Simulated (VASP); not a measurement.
Write the native input for VASP 6.6.1 that does the following.

- Task: single point
- Functional: PBE
- Potentials or basis: VASP PAW PBE potentials, release 64 (Ca_sv, Al, O)
- Cutoff: 520 eV
- k mesh: 6 × 6 × 10
- Occupations: gaussian, width 0.1 eV
- Spin: no spin polarisation
- Dipole correction: no
- Further INCAR settings: ALGO = Fast; EDIFF = 1e-06; NBANDS = 24

The structure of Ca2Al2O lies in POSCAR:

```
Ca2Al2O
1.0
    6.3857725372      0.0000000000      0.0000000000
    0.0000000000      6.3857725372      0.0000000000
    0.0000000000      0.0000000000      4.1905976821
Ca Al O
2 2 1
Direct
    0.5000000000      0.5000000000      0.5000000000
    0.0000000000      0.0000000000      0.5000000000
    0.5000000000      0.0000000000      0.5000000000
    0.0000000000      0.5000000000      0.5000000000
    0.0000000000      0.0000000000      0.0000000000
```

The cell was generated, and may not be a known phase.

The input as run:

INCAR

```
ALGO = Fast ; EDIFF = 1E-6
ENCUT = 520 ; GGA = PE
ISIF = 2 ; ISMEAR = 0
LASPH = True ; LCHARG = True
LELF = True ; LREAL = False
LVHAR = True ; LWAVE = False
NBANDS = 24 ; NELM = 100
PREC = Accurate ; SIGMA = 0.1
```

KPOINTS

```
k-points
0
Gamma
  6 6 10
```

Potentials or basis: VASP PAW PBE potentials, release 64 (Ca_sv, Al, O).

Launch:

```console
$ cat potpaw_PBE.64/Ca_sv/POTCAR potpaw_PBE.64/Al/POTCAR potpaw_PBE.64/O/POTCAR > POTCAR
$ mpirun -np 1 vasp_std > vasp.out
```

It gave:

The pressure is 0.1 GPa and the band gap on the k mesh is zero (bands 16 and 17 overlap by 0.22 eV).

Wall time 12 min on 1 thread of Oxide Virtual Turin-like Processor, with other jobs on the host, peak memory 0.37 GiB.
